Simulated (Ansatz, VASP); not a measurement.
Given: the input of a run of Ansatz 0.2.0 on HgTe.

The input input.yaml:

```yaml
crystal:
  lattice:
    - [0.0, 3.2357886999, 3.2357886999]
    - [3.2357886999, 0.0, 3.2357886999]
    - [3.2357886999, 3.2357886999, 0.0]
  atoms:
    - { symbol: Hg, position: [0.0, 0.0, 0.0] }
    - { symbol: Te, position: [0.75, 0.75, 0.75] }
hamiltonian:
  xc: r2scan0
  pseudopotentials: { kind: paw }
kpoints:
  mp_grid: { grid: [4, 4, 4] }
scf:
  occupations: { method: fermi_dirac, width: 0.05 }
output:
  forces: true
  stress: true
  eigenvalues: true
```

Potentials or basis: Ansatz PAW.

Command:

```console
$ ansatz run input.yaml --threads 2 --pin off --max-ram 5632MiB --backend cpu --events-out ev --progress --plain --runs-dir out
```

Question: Set up the same calculation for VASP 6.6.1. Potentials there: VASP PAW PBE potentials, release 64 (Hg, Te).

Answer: As run (the cutoff follows the program's own potentials):

The input POSCAR:

```
HgTe
1.0
    0.0000000000      3.2357886999      3.2357886999
    3.2357886999      0.0000000000      3.2357886999
    3.2357886999      3.2357886999      0.0000000000
Hg Te
1 1
Direct
    0.0000000000      0.0000000000      0.0000000000
    0.7500000000      0.7500000000      0.7500000000
```

File INCAR.step1:

```
SYSTEM = HgTe
PREC = Accurate
ENCUT = 520
EDIFF = 1E-5
ISMEAR = -1
SIGMA = 0.05
LREAL = .FALSE.
LASPH = .TRUE.
NELM = 60
ALGO = Normal
ISIF = 2
LWAVE = .TRUE.
LCHARG = .FALSE.
GGA = PE
NBANDS = 16
```

INCAR.step2

```
SYSTEM = HgTe
PREC = Accurate
ENCUT = 520
EDIFF = 1E-6
ISMEAR = -1
SIGMA = 0.05
LREAL = .FALSE.
LASPH = .TRUE.
NELM = 60
ALGO = Normal
ISIF = 2
LWAVE = .FALSE.
LCHARG = .FALSE.
METAGGA = R2SCAN
LHFCALC = .TRUE.
AEXX = 0.25
LMIXTAU = .TRUE.
PRECFOCK = Normal
ISTART = 1
NBANDS = 16
```

The input KPOINTS:

```
Automatic mesh
0
G
  4 4 4
  0 0 0
```

Potentials or basis: VASP PAW PBE potentials, release 64 (Hg, Te).

Launch:

```console
$ cat potpaw_PBE.64/Hg/POTCAR potpaw_PBE.64/Te/POTCAR > POTCAR
$ cp INCAR.step1 INCAR
$ mpirun -np 1 vasp_std > vasp.out
$ cp INCAR.step2 INCAR
$ mpirun -np 1 vasp_std > vasp.out
```

Both were run:

|  | VASP | Ansatz | Ansatz less VASP |
| --- | --- | --- | --- |
| gap on the k mesh at the Fermi level (eV) | 0.80 | 0.82 | +0.021 |
| least direct gap on the mesh (eV) | 0.80 | 0.82 | +0.021 |
| pressure (GPa) | 1.1 | 1.3 | +0.18 |

VASP's potentials were made for PBE, not for r2SCAN0. With one functional, cell and mesh, what is left measures potentials, basis and numerics. VASP's potentials hold 18 valence electrons a cell and Ansatz's 36, so a difference there can come from the potentials and not from the codes.

The k mesh is coarse, so the values compare programs but aren't converged. Spin-orbit coupling is off throughout.
